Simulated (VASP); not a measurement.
# ZnSe (F-43m) in VASP: a series of runs

The runs below take ZnSe through relaxation of cell and atoms, with r2SCAN.

Everything below comes from runs of VASP 6.6.1. Logs are shortened: lines on timing, memory, paths and dates and some standing lists are left out, and cuts for length are marked.

**1. The cell of the first run**

The structure is cubic, space group F-43m (No. 216). The conventional cell has a = 5.666 Å, b = 5.666 Å, c = 5.666 Å, α = 90.00°, β = 90.00°, γ = 90.00°. Zn (site symmetry -43m) has 4 Se at 2.45 Å within 3.2 Å. Se (site symmetry -43m) has 4 Zn at 2.45 Å within 3.2 Å.

**2. Relaxation of cell and atoms, r2SCAN, target pressure 2 GPa, at which the enthalpy is minimised**

File POSCAR:

```
ZnSe
1.0
    2.8329297571      2.8329297571      0.0000000000
   -2.8329297571      2.8329297571      0.0000000000
    0.0000000000      2.8329297571      2.8329297571
Zn Se
1 1
Direct
    0.0000000000      0.0000000000      0.0000000000
    0.7500000000      0.2500000000      0.5000000000
```

File INCAR.step1:

```
ALGO = Normal
EDIFF = 1E-4
ENCUT = 600
GGA = PE
ISMEAR = 0
LASPH = True
LCHARG = False
LREAL = False
LWAVE = True
NELM = 60
PREC = Accurate
SIGMA = 0.01
```

File INCAR.step2:

```
ALGO = Normal
EDIFF = 1E-6
EDIFFG = -0.002
ENCUT = 600
IBRION = 2
ISIF = 3
ISMEAR = 0
ISTART = 1
LASPH = True
LCHARG = False
LMIXTAU = True
LREAL = False
LWAVE = False
METAGGA = R2SCAN
NELM = 60
NSW = 100
PREC = Accurate
PSTRESS = 20.0
SIGMA = 0.01
```

File KPOINTS:

```
k-points
0
Gamma
  8 8 8
```

Potentials or basis: VASP PAW PBE potentials, release 64 (Zn, Se).

Launch:

```bash
> cat potpaw_PBE.64/Zn/POTCAR potpaw_PBE.64/Se/POTCAR > POTCAR
> cp INCAR.step1 INCAR
> mpirun -np 1 vasp_std > vasp.out
> cp INCAR.step2 INCAR
> mpirun -np 1 vasp_std > vasp.out
```

OUTCAR:

```text
EDIFF = 1E-6
   EDIFFG = -0.002
   ENCUT = 600
   IBRION = 2
   ISIF = 3
   ISMEAR = 0
   ISTART = 1
   LASPH = True
   LREAL = False
   METAGGA = R2SCAN
   NELM = 60
   NSW = 100
   PREC = Accurate
   PSTRESS = 20.0

 ion  position               nearest neighbor table
   1  0.000  0.000  0.000-   2 2.45   2 2.45   2 2.45   2 2.45
   2  0.750  0.250  0.500-   1 2.45   1 2.45   1 2.45   1 2.45

  LATTYP: Found a face centered cubic cell.
 ALAT       =     5.6658595142

  Lattice vectors:

 A1 = (   0.0000000000,   2.8329297571,   2.8329297571)
 A2 = (   2.8329297571,   0.0000000000,   2.8329297571)
 A3 = (   2.8329297571,   2.8329297571,   0.0000000000)

Analysis of symmetry for initial positions (statically):
=====================================================================
 Subroutine PRICEL returns:
 Original cell was already a primitive cell.

 Routine SETGRP: Setting up the symmetry group for a
 face centered cubic supercell.

 Subroutine GETGRP returns: Found 24 space group operations
 (whereof 24 operations were pure point group operations)
 out of a pool of 48 trial point group operations.

The static configuration has the point symmetry T_d .

Analysis of symmetry for dynamics (positions and initial velocities):
=====================================================================
 Subroutine PRICEL returns:
 Original cell was already a primitive cell.

 Routine SETGRP: Setting up the symmetry group for a
 face centered cubic supercell.

 Subroutine GETGRP returns: Found 24 space group operations
 (whereof 24 operations were pure point group operations)
 out of a pool of 48 trial point group operations.

The dynamic configuration has the point symmetry T_d .

 Subroutine INISYM returns: Found 24 space group operations
 (whereof 24 operations are pure point group operations),
 and found     1 'primitive' translations

----------------------------------------------------------------------------------------

                                     Primitive cell

  volume of cell :      45.4713

  direct lattice vectors                    reciprocal lattice vectors
     2.832929757  2.832929757  0.000000000     0.176495728  0.176495728 -0.176495728
    -2.832929757  2.832929757  0.000000000    -0.176495728  0.176495728 -0.176495728
     0.000000000  2.832929757  2.832929757     0.000000000  0.000000000  0.352991456

  length of vectors
     4.006367684  4.006367684  4.006367684     0.305699568  0.305699568  0.352991456

  position of ions in fractional coordinates (direct lattice)
     0.000000000  0.000000000  0.000000000
     0.750000000  0.250000000  0.500000000

  ion indices of the primitive-cell ions
   primitive index   ion index
                 1           1
                 2           2

----------------------------------------------------------------------------------------

 KPOINTS: k-points

Automatic generation of k-mesh.
 Grid dimensions read from file:
 generate k-points for:    8    8    8

 Generating k-lattice:

  Cartesian coordinates                     Fractional coordinates (reciprocal lattice)
     0.022061966  0.022061966 -0.022061966     0.125000000  0.000000000  0.000000000
    -0.022061966  0.022061966 -0.022061966     0.000000000  0.125000000  0.000000000
     0.000000000  0.000000000  0.044123932     0.000000000  0.000000000  0.125000000

  Length of vectors
     0.038212446  0.038212446  0.044123932

  Shift w.r.t. Gamma in fractional coordinates (k-lattice)
     0.000000000  0.000000000  0.000000000

 Subroutine IBZKPT returns following result:
 ===========================================

 Found     29 irreducible k-points:

 Following reciprocal coordinates:
            Coordinates               Weight
  0.000000  0.000000  0.000000      1.000000
  0.125000  0.000000  0.000000      8.000000
  0.250000  0.000000  0.000000      8.000000
  0.375000  0.000000  0.000000      8.000000
  0.500000  0.000000  0.000000      4.000000
  0.125000  0.125000  0.000000     12.000000
[... 16 lines left out ...]
  0.375000  0.250000  0.125000     48.000000
  0.500000  0.250000  0.125000     24.000000
 [... further k-points ...]
   k-points           NKPTS =     29   k-points in BZ     NKDIM =     29   number of bands    NBANDS=     13
   number of dos      NEDOS =    301   number of ions     NIONS =      2
   total plane-waves  NPLWV =  32768
   dimension x,y,z NGX =    32 NGY =   32 NGZ =   32
   dimension x,y,z NGXF=    64 NGYF=   64 NGZF=   64
   ions per type =               1   1
   NGX,Y,Z   is equivalent  to a cutoff of  13.28, 13.28, 13.28 a.u.
   NGXF,Y,Z  is equivalent  to a cutoff of  26.56, 26.56, 26.56 a.u.
 SYSTEM =  unknown system
   PREC   = accura    normal or accurate (medium, high low for compatibility)
   ISTART =      1    job   : 0-new  1-cont  2-samecut
   ICHARG =      0    charge: 1-file 2-atom 10-const
   ISPIN  =      1    spin polarized calculation?
   LNONCOLLINEAR =      F non collinear calculations
   LSORBIT =      F    spin-orbit coupling
   LASPH  =      T    aspherical Exc in radial PAW
   ENCUT  =  600.0 eV  44.10 Ry    6.64 a.u.   8.00  8.00  8.00*2*pi/ulx,y,z
   NELM   =     60;   NELMIN=  2; NELMDL=  0     # of ELM steps
   EDIFF  = 0.1E-05   stopping-criterion for ELM
   LREAL  =      F    real-space projection
   EDIFFG = -.2E-02   stopping-criterion for IOM
   NSW    =    100    number of steps for IOM
   IBRION =      2    ionic relax: 0-MD 1-quasi-New 2-CG
   NFREE  =      1    steps in history (QN), initial steepest desc. (CG)
   ISIF   =      3    stress and relaxation
   ISYM   =      2    0-nonsym 1-usesym 2-fastsym
   POTIM  = 0.5000    time-step for ionic-motion
   TEBEG  =    0.0;   TEEND  =   0.0 temperature during run
   PSTRESS=   20.0 pullay stress
   NELECT =      18.0000    total number of electrons
   NUPDOWN=      -1.0000    fix difference up-down
   EMIN   =  10.00;   EMAX   =-10.00  energy-range for DOS
   EFERMI =   0.00;   METHOD = LEGACY
   ISMEAR =     0;   SIGMA  =   0.01  broadening in eV -4-tet -1-fermi 0-gaus
   EFERMI_NEDOS =   21; number of points for ismear=-14 and -15
   IALGO  =     38    algorithm
   IMIX   =      4    mixing-type and parameters
     AMIX     =   0.40;   BMIX     =  1.00
     AMIX_MAG =   1.60;   BMIX_MAG =  1.00
  volume/ion in A,a.u.               =      22.74       153.43
  Fermi-wavevector in a.u.,A,eV,Ry     =   1.202043  2.271531 19.659145  1.444906
  Thomas-Fermi vector in A             =   2.337835
   LORBIT       =      0    0 simple, 1 ext, 2 COOP (PROOUT), +10 PAW based schemes
   METAGGA = R2SCAN    functional components
   LHFCALC =     F    Hartree Fock is set to
   AEXX    =    0.0000 exact exchange contribution
   IVDW    =     0    specifies the selected vdW correction
   LEPSILON=     F    determine dielectric tensor
   LRPA    =     F    only Hartree local field effects (RPA)
 conjugate gradient relaxation of ions
 non-spin polarized calculation
 Gauss-broadening in eV      SIGMA  =   0.01
  energy-cutoff  :      600.00
  volume of cell :       45.47
 maximum number of plane-waves:      1540
   NGX = 17   NGY = 17   NGZ = 17

--------------------------------------- Ionic step        1  -------------------------------------------

 number of electron      17.9999990 magnetization

 Free energy of the ion-electron system (eV)
  ---------------------------------------------------
  ext. energy  EPLUGINS =         0.00000000
  ---------------------------------------------------
  free energy    TOTEN  =       -24.91071078 eV

  energy without entropy =      -24.91071078  energy(sigma->0) =      -24.91071078

 E-fermi :   1.3581     XC(G=0):  -9.9242

 val. band max:        1.3059815191   @ k =   0.0000   0.0000   0.0000
 cond. band min:       3.1773685826   @ k =   0.0000   0.0000   0.0000
 fundamental gap:      1.8713870635
 Fermi energy:         1.3581085201

 k-point     1 :       0.0000    0.0000    0.0000
  band No.  band energies     occupation
      1     -12.4134      2.00000
      2      -5.3924      2.00000
      3      -5.3923      2.00000
      4      -5.3922      2.00000
      5      -4.9836      2.00000
      6      -4.9836      2.00000
      7       1.3060      2.00000
      8       1.3060      2.00000
      9       1.3060      2.00000
     10       3.1774      0.00000
     11       7.6213      0.00000
     12       7.6214      0.00000
     13       7.6215      0.00000

 k-point     2 :       0.1250    0.0000    0.0000
  band No.  band energies     occupation
      1     -12.3092      2.00000
      2      -5.3831      2.00000
      3      -5.3756      2.00000
      4      -5.3755      2.00000
      5      -4.9850      2.00000
      6      -4.9849      2.00000
      7       0.0531      2.00000
      8       1.1526      2.00000
      9       1.1526      2.00000
     10       4.0991      0.00000
     11       7.5536      0.00000
[... 459 lines left out ...]
  FREE ENERGIE OF THE ION-ELECTRON SYSTEM (eV)
  ---------------------------------------------------
  free  energy   TOTEN  =       -24.9028090166 eV

  energy  without entropy=      -24.9028090166  energy(sigma->0) =      -24.90280902

  enthalpy is  TOTEN    =       -24.3514997333 eV   P V=        0.5513092833

--------------------------------------- Ionic step        4  -------------------------------------------

 number of electron      17.9999985 magnetization

 Free energy of the ion-electron system (eV)
  ---------------------------------------------------
  ext. energy  EPLUGINS =         0.00000000
  ---------------------------------------------------
  free energy    TOTEN  =       -24.90345571 eV

  energy without entropy =      -24.90345571  energy(sigma->0) =      -24.90345571

 E-fermi :   1.6228     XC(G=0): -10.0617

 val. band max:        1.5515675220   @ k =   0.0000   0.0000   0.0000
 cond. band min:       3.5463692673   @ k =   0.0000   0.0000   0.0000
 fundamental gap:      1.9948017453
 Fermi energy:         1.6228426604

 k-point     1 :       0.0000    0.0000    0.0000
  band No.  band energies     occupation
      1     -12.3588      2.00000
      2      -5.2520      2.00000
      3      -5.2519      2.00000
      4      -5.2518      2.00000
      5      -4.8148      2.00000
      6      -4.8148      2.00000
      7       1.5515      2.00000
      8       1.5516      2.00000
      9       1.5516      2.00000
     10       3.5464      0.00000
     11       7.8550      0.00000
     12       7.8551      0.00000
     13       7.8552      0.00000

 k-point     2 :       0.1250    0.0000    0.0000
  band No.  band energies     occupation
      1     -12.2489      2.00000
      2      -5.2445      2.00000
      3      -5.2341      2.00000
      4      -5.2340      2.00000
      5      -4.8163      2.00000
      6      -4.8163      2.00000
      7       0.2771      2.00000
      8       1.3899      2.00000
      9       1.3899      2.00000
     10       4.4622      0.00000
     11       7.8116      0.00000
[... 376 lines left out ...]
 POSITION                                       TOTAL-FORCE (eV/Angst)
 -----------------------------------------------------------------------------------
     -0.00000      0.00000      0.00000         0.000000      0.000000      0.000000
      1.40332      4.20997      1.40332        -0.000000     -0.000000      0.000000
 -----------------------------------------------------------------------------------
    total drift:                               -0.000037     -0.000000      0.000000

  FREE ENERGIE OF THE ION-ELECTRON SYSTEM (eV)
  ---------------------------------------------------
  free  energy   TOTEN  =       -24.9034557069 eV

  energy  without entropy=      -24.9034557069  energy(sigma->0) =      -24.90345571

  enthalpy is  TOTEN    =       -24.3514905285 eV   P V=        0.5519651784

 reached required accuracy - stopping structural energy minimisation
```

It took 2.6 min on 1 thread of Intel Xeon Platinum 8375C at 2.90GHz (Ice Lake), shared host; peak memory 0.21 GiB.

Results:

* Free energy: -24.9035 eV
* Relaxed volume: 22.11 Å³/atom
* Relaxed cell: a = 3.969 Å, b = 3.969 Å, c = 3.969 Å, α = 60.00°, β = 60.00°, γ = 90.00°
* Space group after relaxing (to 0.1 Å): F-43m (No. 216)
* Energy change on relaxing (the run minimises the enthalpy): +3.6 meV/atom
* Ionic steps: 4
* Pressure after relaxing: 2.0 GPa
* Band gap on the k mesh: 1.99 eV

The path:
```csv
step,energy change (eV),largest force (eV/Å),pressure (GPa),volume (Å³)
1,0.0000,0.0000,0.04,45.47
2,0.0155,0.0000,2.94,43.67
3,0.0079,0.0000,2.09,44.16
4,0.0073,0.0000,2.01,44.22
```

Final structure:
```xyz
2
Lattice="2.8066 2.8066 0.0000 -2.8066 2.8066 0.0000 0.0000 2.8066 2.8066" Properties=species:S:1:pos:R:3 pbc="T T T"
Zn    0.0000    0.0000    0.0000
Se    1.4033    4.2100    1.4033
```

Caveat: the cell is relaxed towards a set pressure, so the run minimises the enthalpy, not the energy; the PAW data sets were made with another functional, which shifts forces and pressure a little.

**3. Relaxation of cell and atoms, r2SCAN, target pressure 4 GPa, at which the enthalpy is minimised**

POSCAR is that of step 2.

File INCAR.step1:

```
PREC     = Accurate       # precision mode
ENCUT    = 600            # plane-wave cutoff, eV
ISMEAR   = 0              # smearing method
SIGMA    = 0.01           # smearing width, eV
LREAL    = False          # projectors in reciprocal space
LASPH    = True           # aspherical terms in the spheres
NELM     = 60             # most SCF steps
GGA      = PE             # functional
ALGO     = Normal         # electronic algorithm
EDIFF    = 1E-4           # SCF threshold, eV
LWAVE    = True           # write WAVECAR
LCHARG   = False          # write CHGCAR
```

File INCAR.step2:

```
PREC     = Accurate       # precision mode
ENCUT    = 600            # plane-wave cutoff, eV
EDIFF    = 1E-7           # SCF threshold, eV
ISMEAR   = 0              # smearing method
SIGMA    = 0.01           # smearing width, eV
LREAL    = False          # projectors in reciprocal space
LASPH    = True           # aspherical terms in the spheres
NELM     = 60             # most SCF steps
ALGO     = Normal         # electronic algorithm
ISIF     = 3              # what is computed and relaxed
LWAVE    = False          # write WAVECAR
LCHARG   = False          # write CHGCAR
METAGGA  = R2SCAN         # meta-GGA
LMIXTAU  = True         
IBRION   = 2              # ionic algorithm
NSW      = 100            # ionic steps
EDIFFG   = -0.002         # ionic threshold
PSTRESS  = 40.0         
ISTART   = 1
```

File KPOINTS:

```
regular mesh
0
Gamma
  8 8 8
```

Potentials or basis: VASP PAW PBE potentials, release 64 (Zn, Se).

Launch:

```bash
> cat potpaw_PBE.64/Zn/POTCAR potpaw_PBE.64/Se/POTCAR > POTCAR
> cp INCAR.step1 INCAR
> mpirun -np 1 vasp_std > vasp.out
> cp INCAR.step2 INCAR
> mpirun -np 1 vasp_std > vasp.out
```

It took 3.3 min on 1 thread of Intel Xeon Platinum 8375C at 2.90GHz (Ice Lake), shared host; peak memory 0.21 GiB.

The run converged. Its results:

```
Free energy                                                : -24.8832 eV
Relaxed volume                                             : 21.55 Å³/atom
Relaxed cell                                               : a = 3.935 Å, b = 3.935 Å, c = 3.935 Å, α = 60.00°, β = 60.00°, γ = 90.00°
Space group after relaxing (to 0.1 Å)                      : F-43m (No. 216)
Energy change on relaxing (the run minimises the enthalpy) : +13.8 meV/atom
Ionic steps                                                : 4
Pressure after relaxing                                    : 4.0 GPa
Band gap on the k mesh                                     : 2.11 eV
```

The path:
| step | energy change (eV) | largest force (eV/Å) | pressure (GPa) | volume (Å³) |
| --- | --- | --- | --- | --- |
| 1 | 0.0000 | 0.0000 | 0.04 | 45.47 |
| 2 | 0.0670 | 0.0000 | 6.53 | 41.87 |
| 3 | 0.0287 | 0.0000 | 4.08 | 43.05 |
| 4 | 0.0275 | 0.0000 | 4.00 | 43.10 |

Final structure:
```cif
data_structure
_symmetry_space_group_name_H-M 'P 1'
_symmetry_Int_Tables_number 1
_cell_length_a 3.9354
_cell_length_b 3.9354
_cell_length_c 3.9354
_cell_angle_alpha 60.000
_cell_angle_beta 60.000
_cell_angle_gamma 90.000
_cell_volume 43.10
loop_
_atom_site_label
_atom_site_type_symbol
_atom_site_fract_x
_atom_site_fract_y
_atom_site_fract_z
_atom_site_occupancy
Zn1 Zn 0.00000 0.00000 0.00000 1
Se1 Se 0.75000 0.25000 0.50000 1
```

Levels at points of the mesh, in eV from the valence-band top:
| k point | band 7 | band 8 | band 9 | band 10 | band 11 | band 12 |
| --- | --- | --- | --- | --- | --- | --- |
| (0.00, 0.00, 0.00) | 0.00 | 0.00 | 0.00 | 2.11 | 6.29 | 6.29 |
| (0.50, 0.00, 0.00) | -5.68 | -0.97 | -0.97 | 3.16 | 6.85 | 6.85 |
| (0.50, 0.50, 0.00) | -5.04 | -2.44 | -2.44 | 3.21 | 3.86 | 11.96 |

Caveat: the cell is relaxed towards a set pressure, so the run minimises the enthalpy, not the energy; the PAW data sets were made with another functional, which shifts forces and pressure a little.

[end of part 1 of 2]
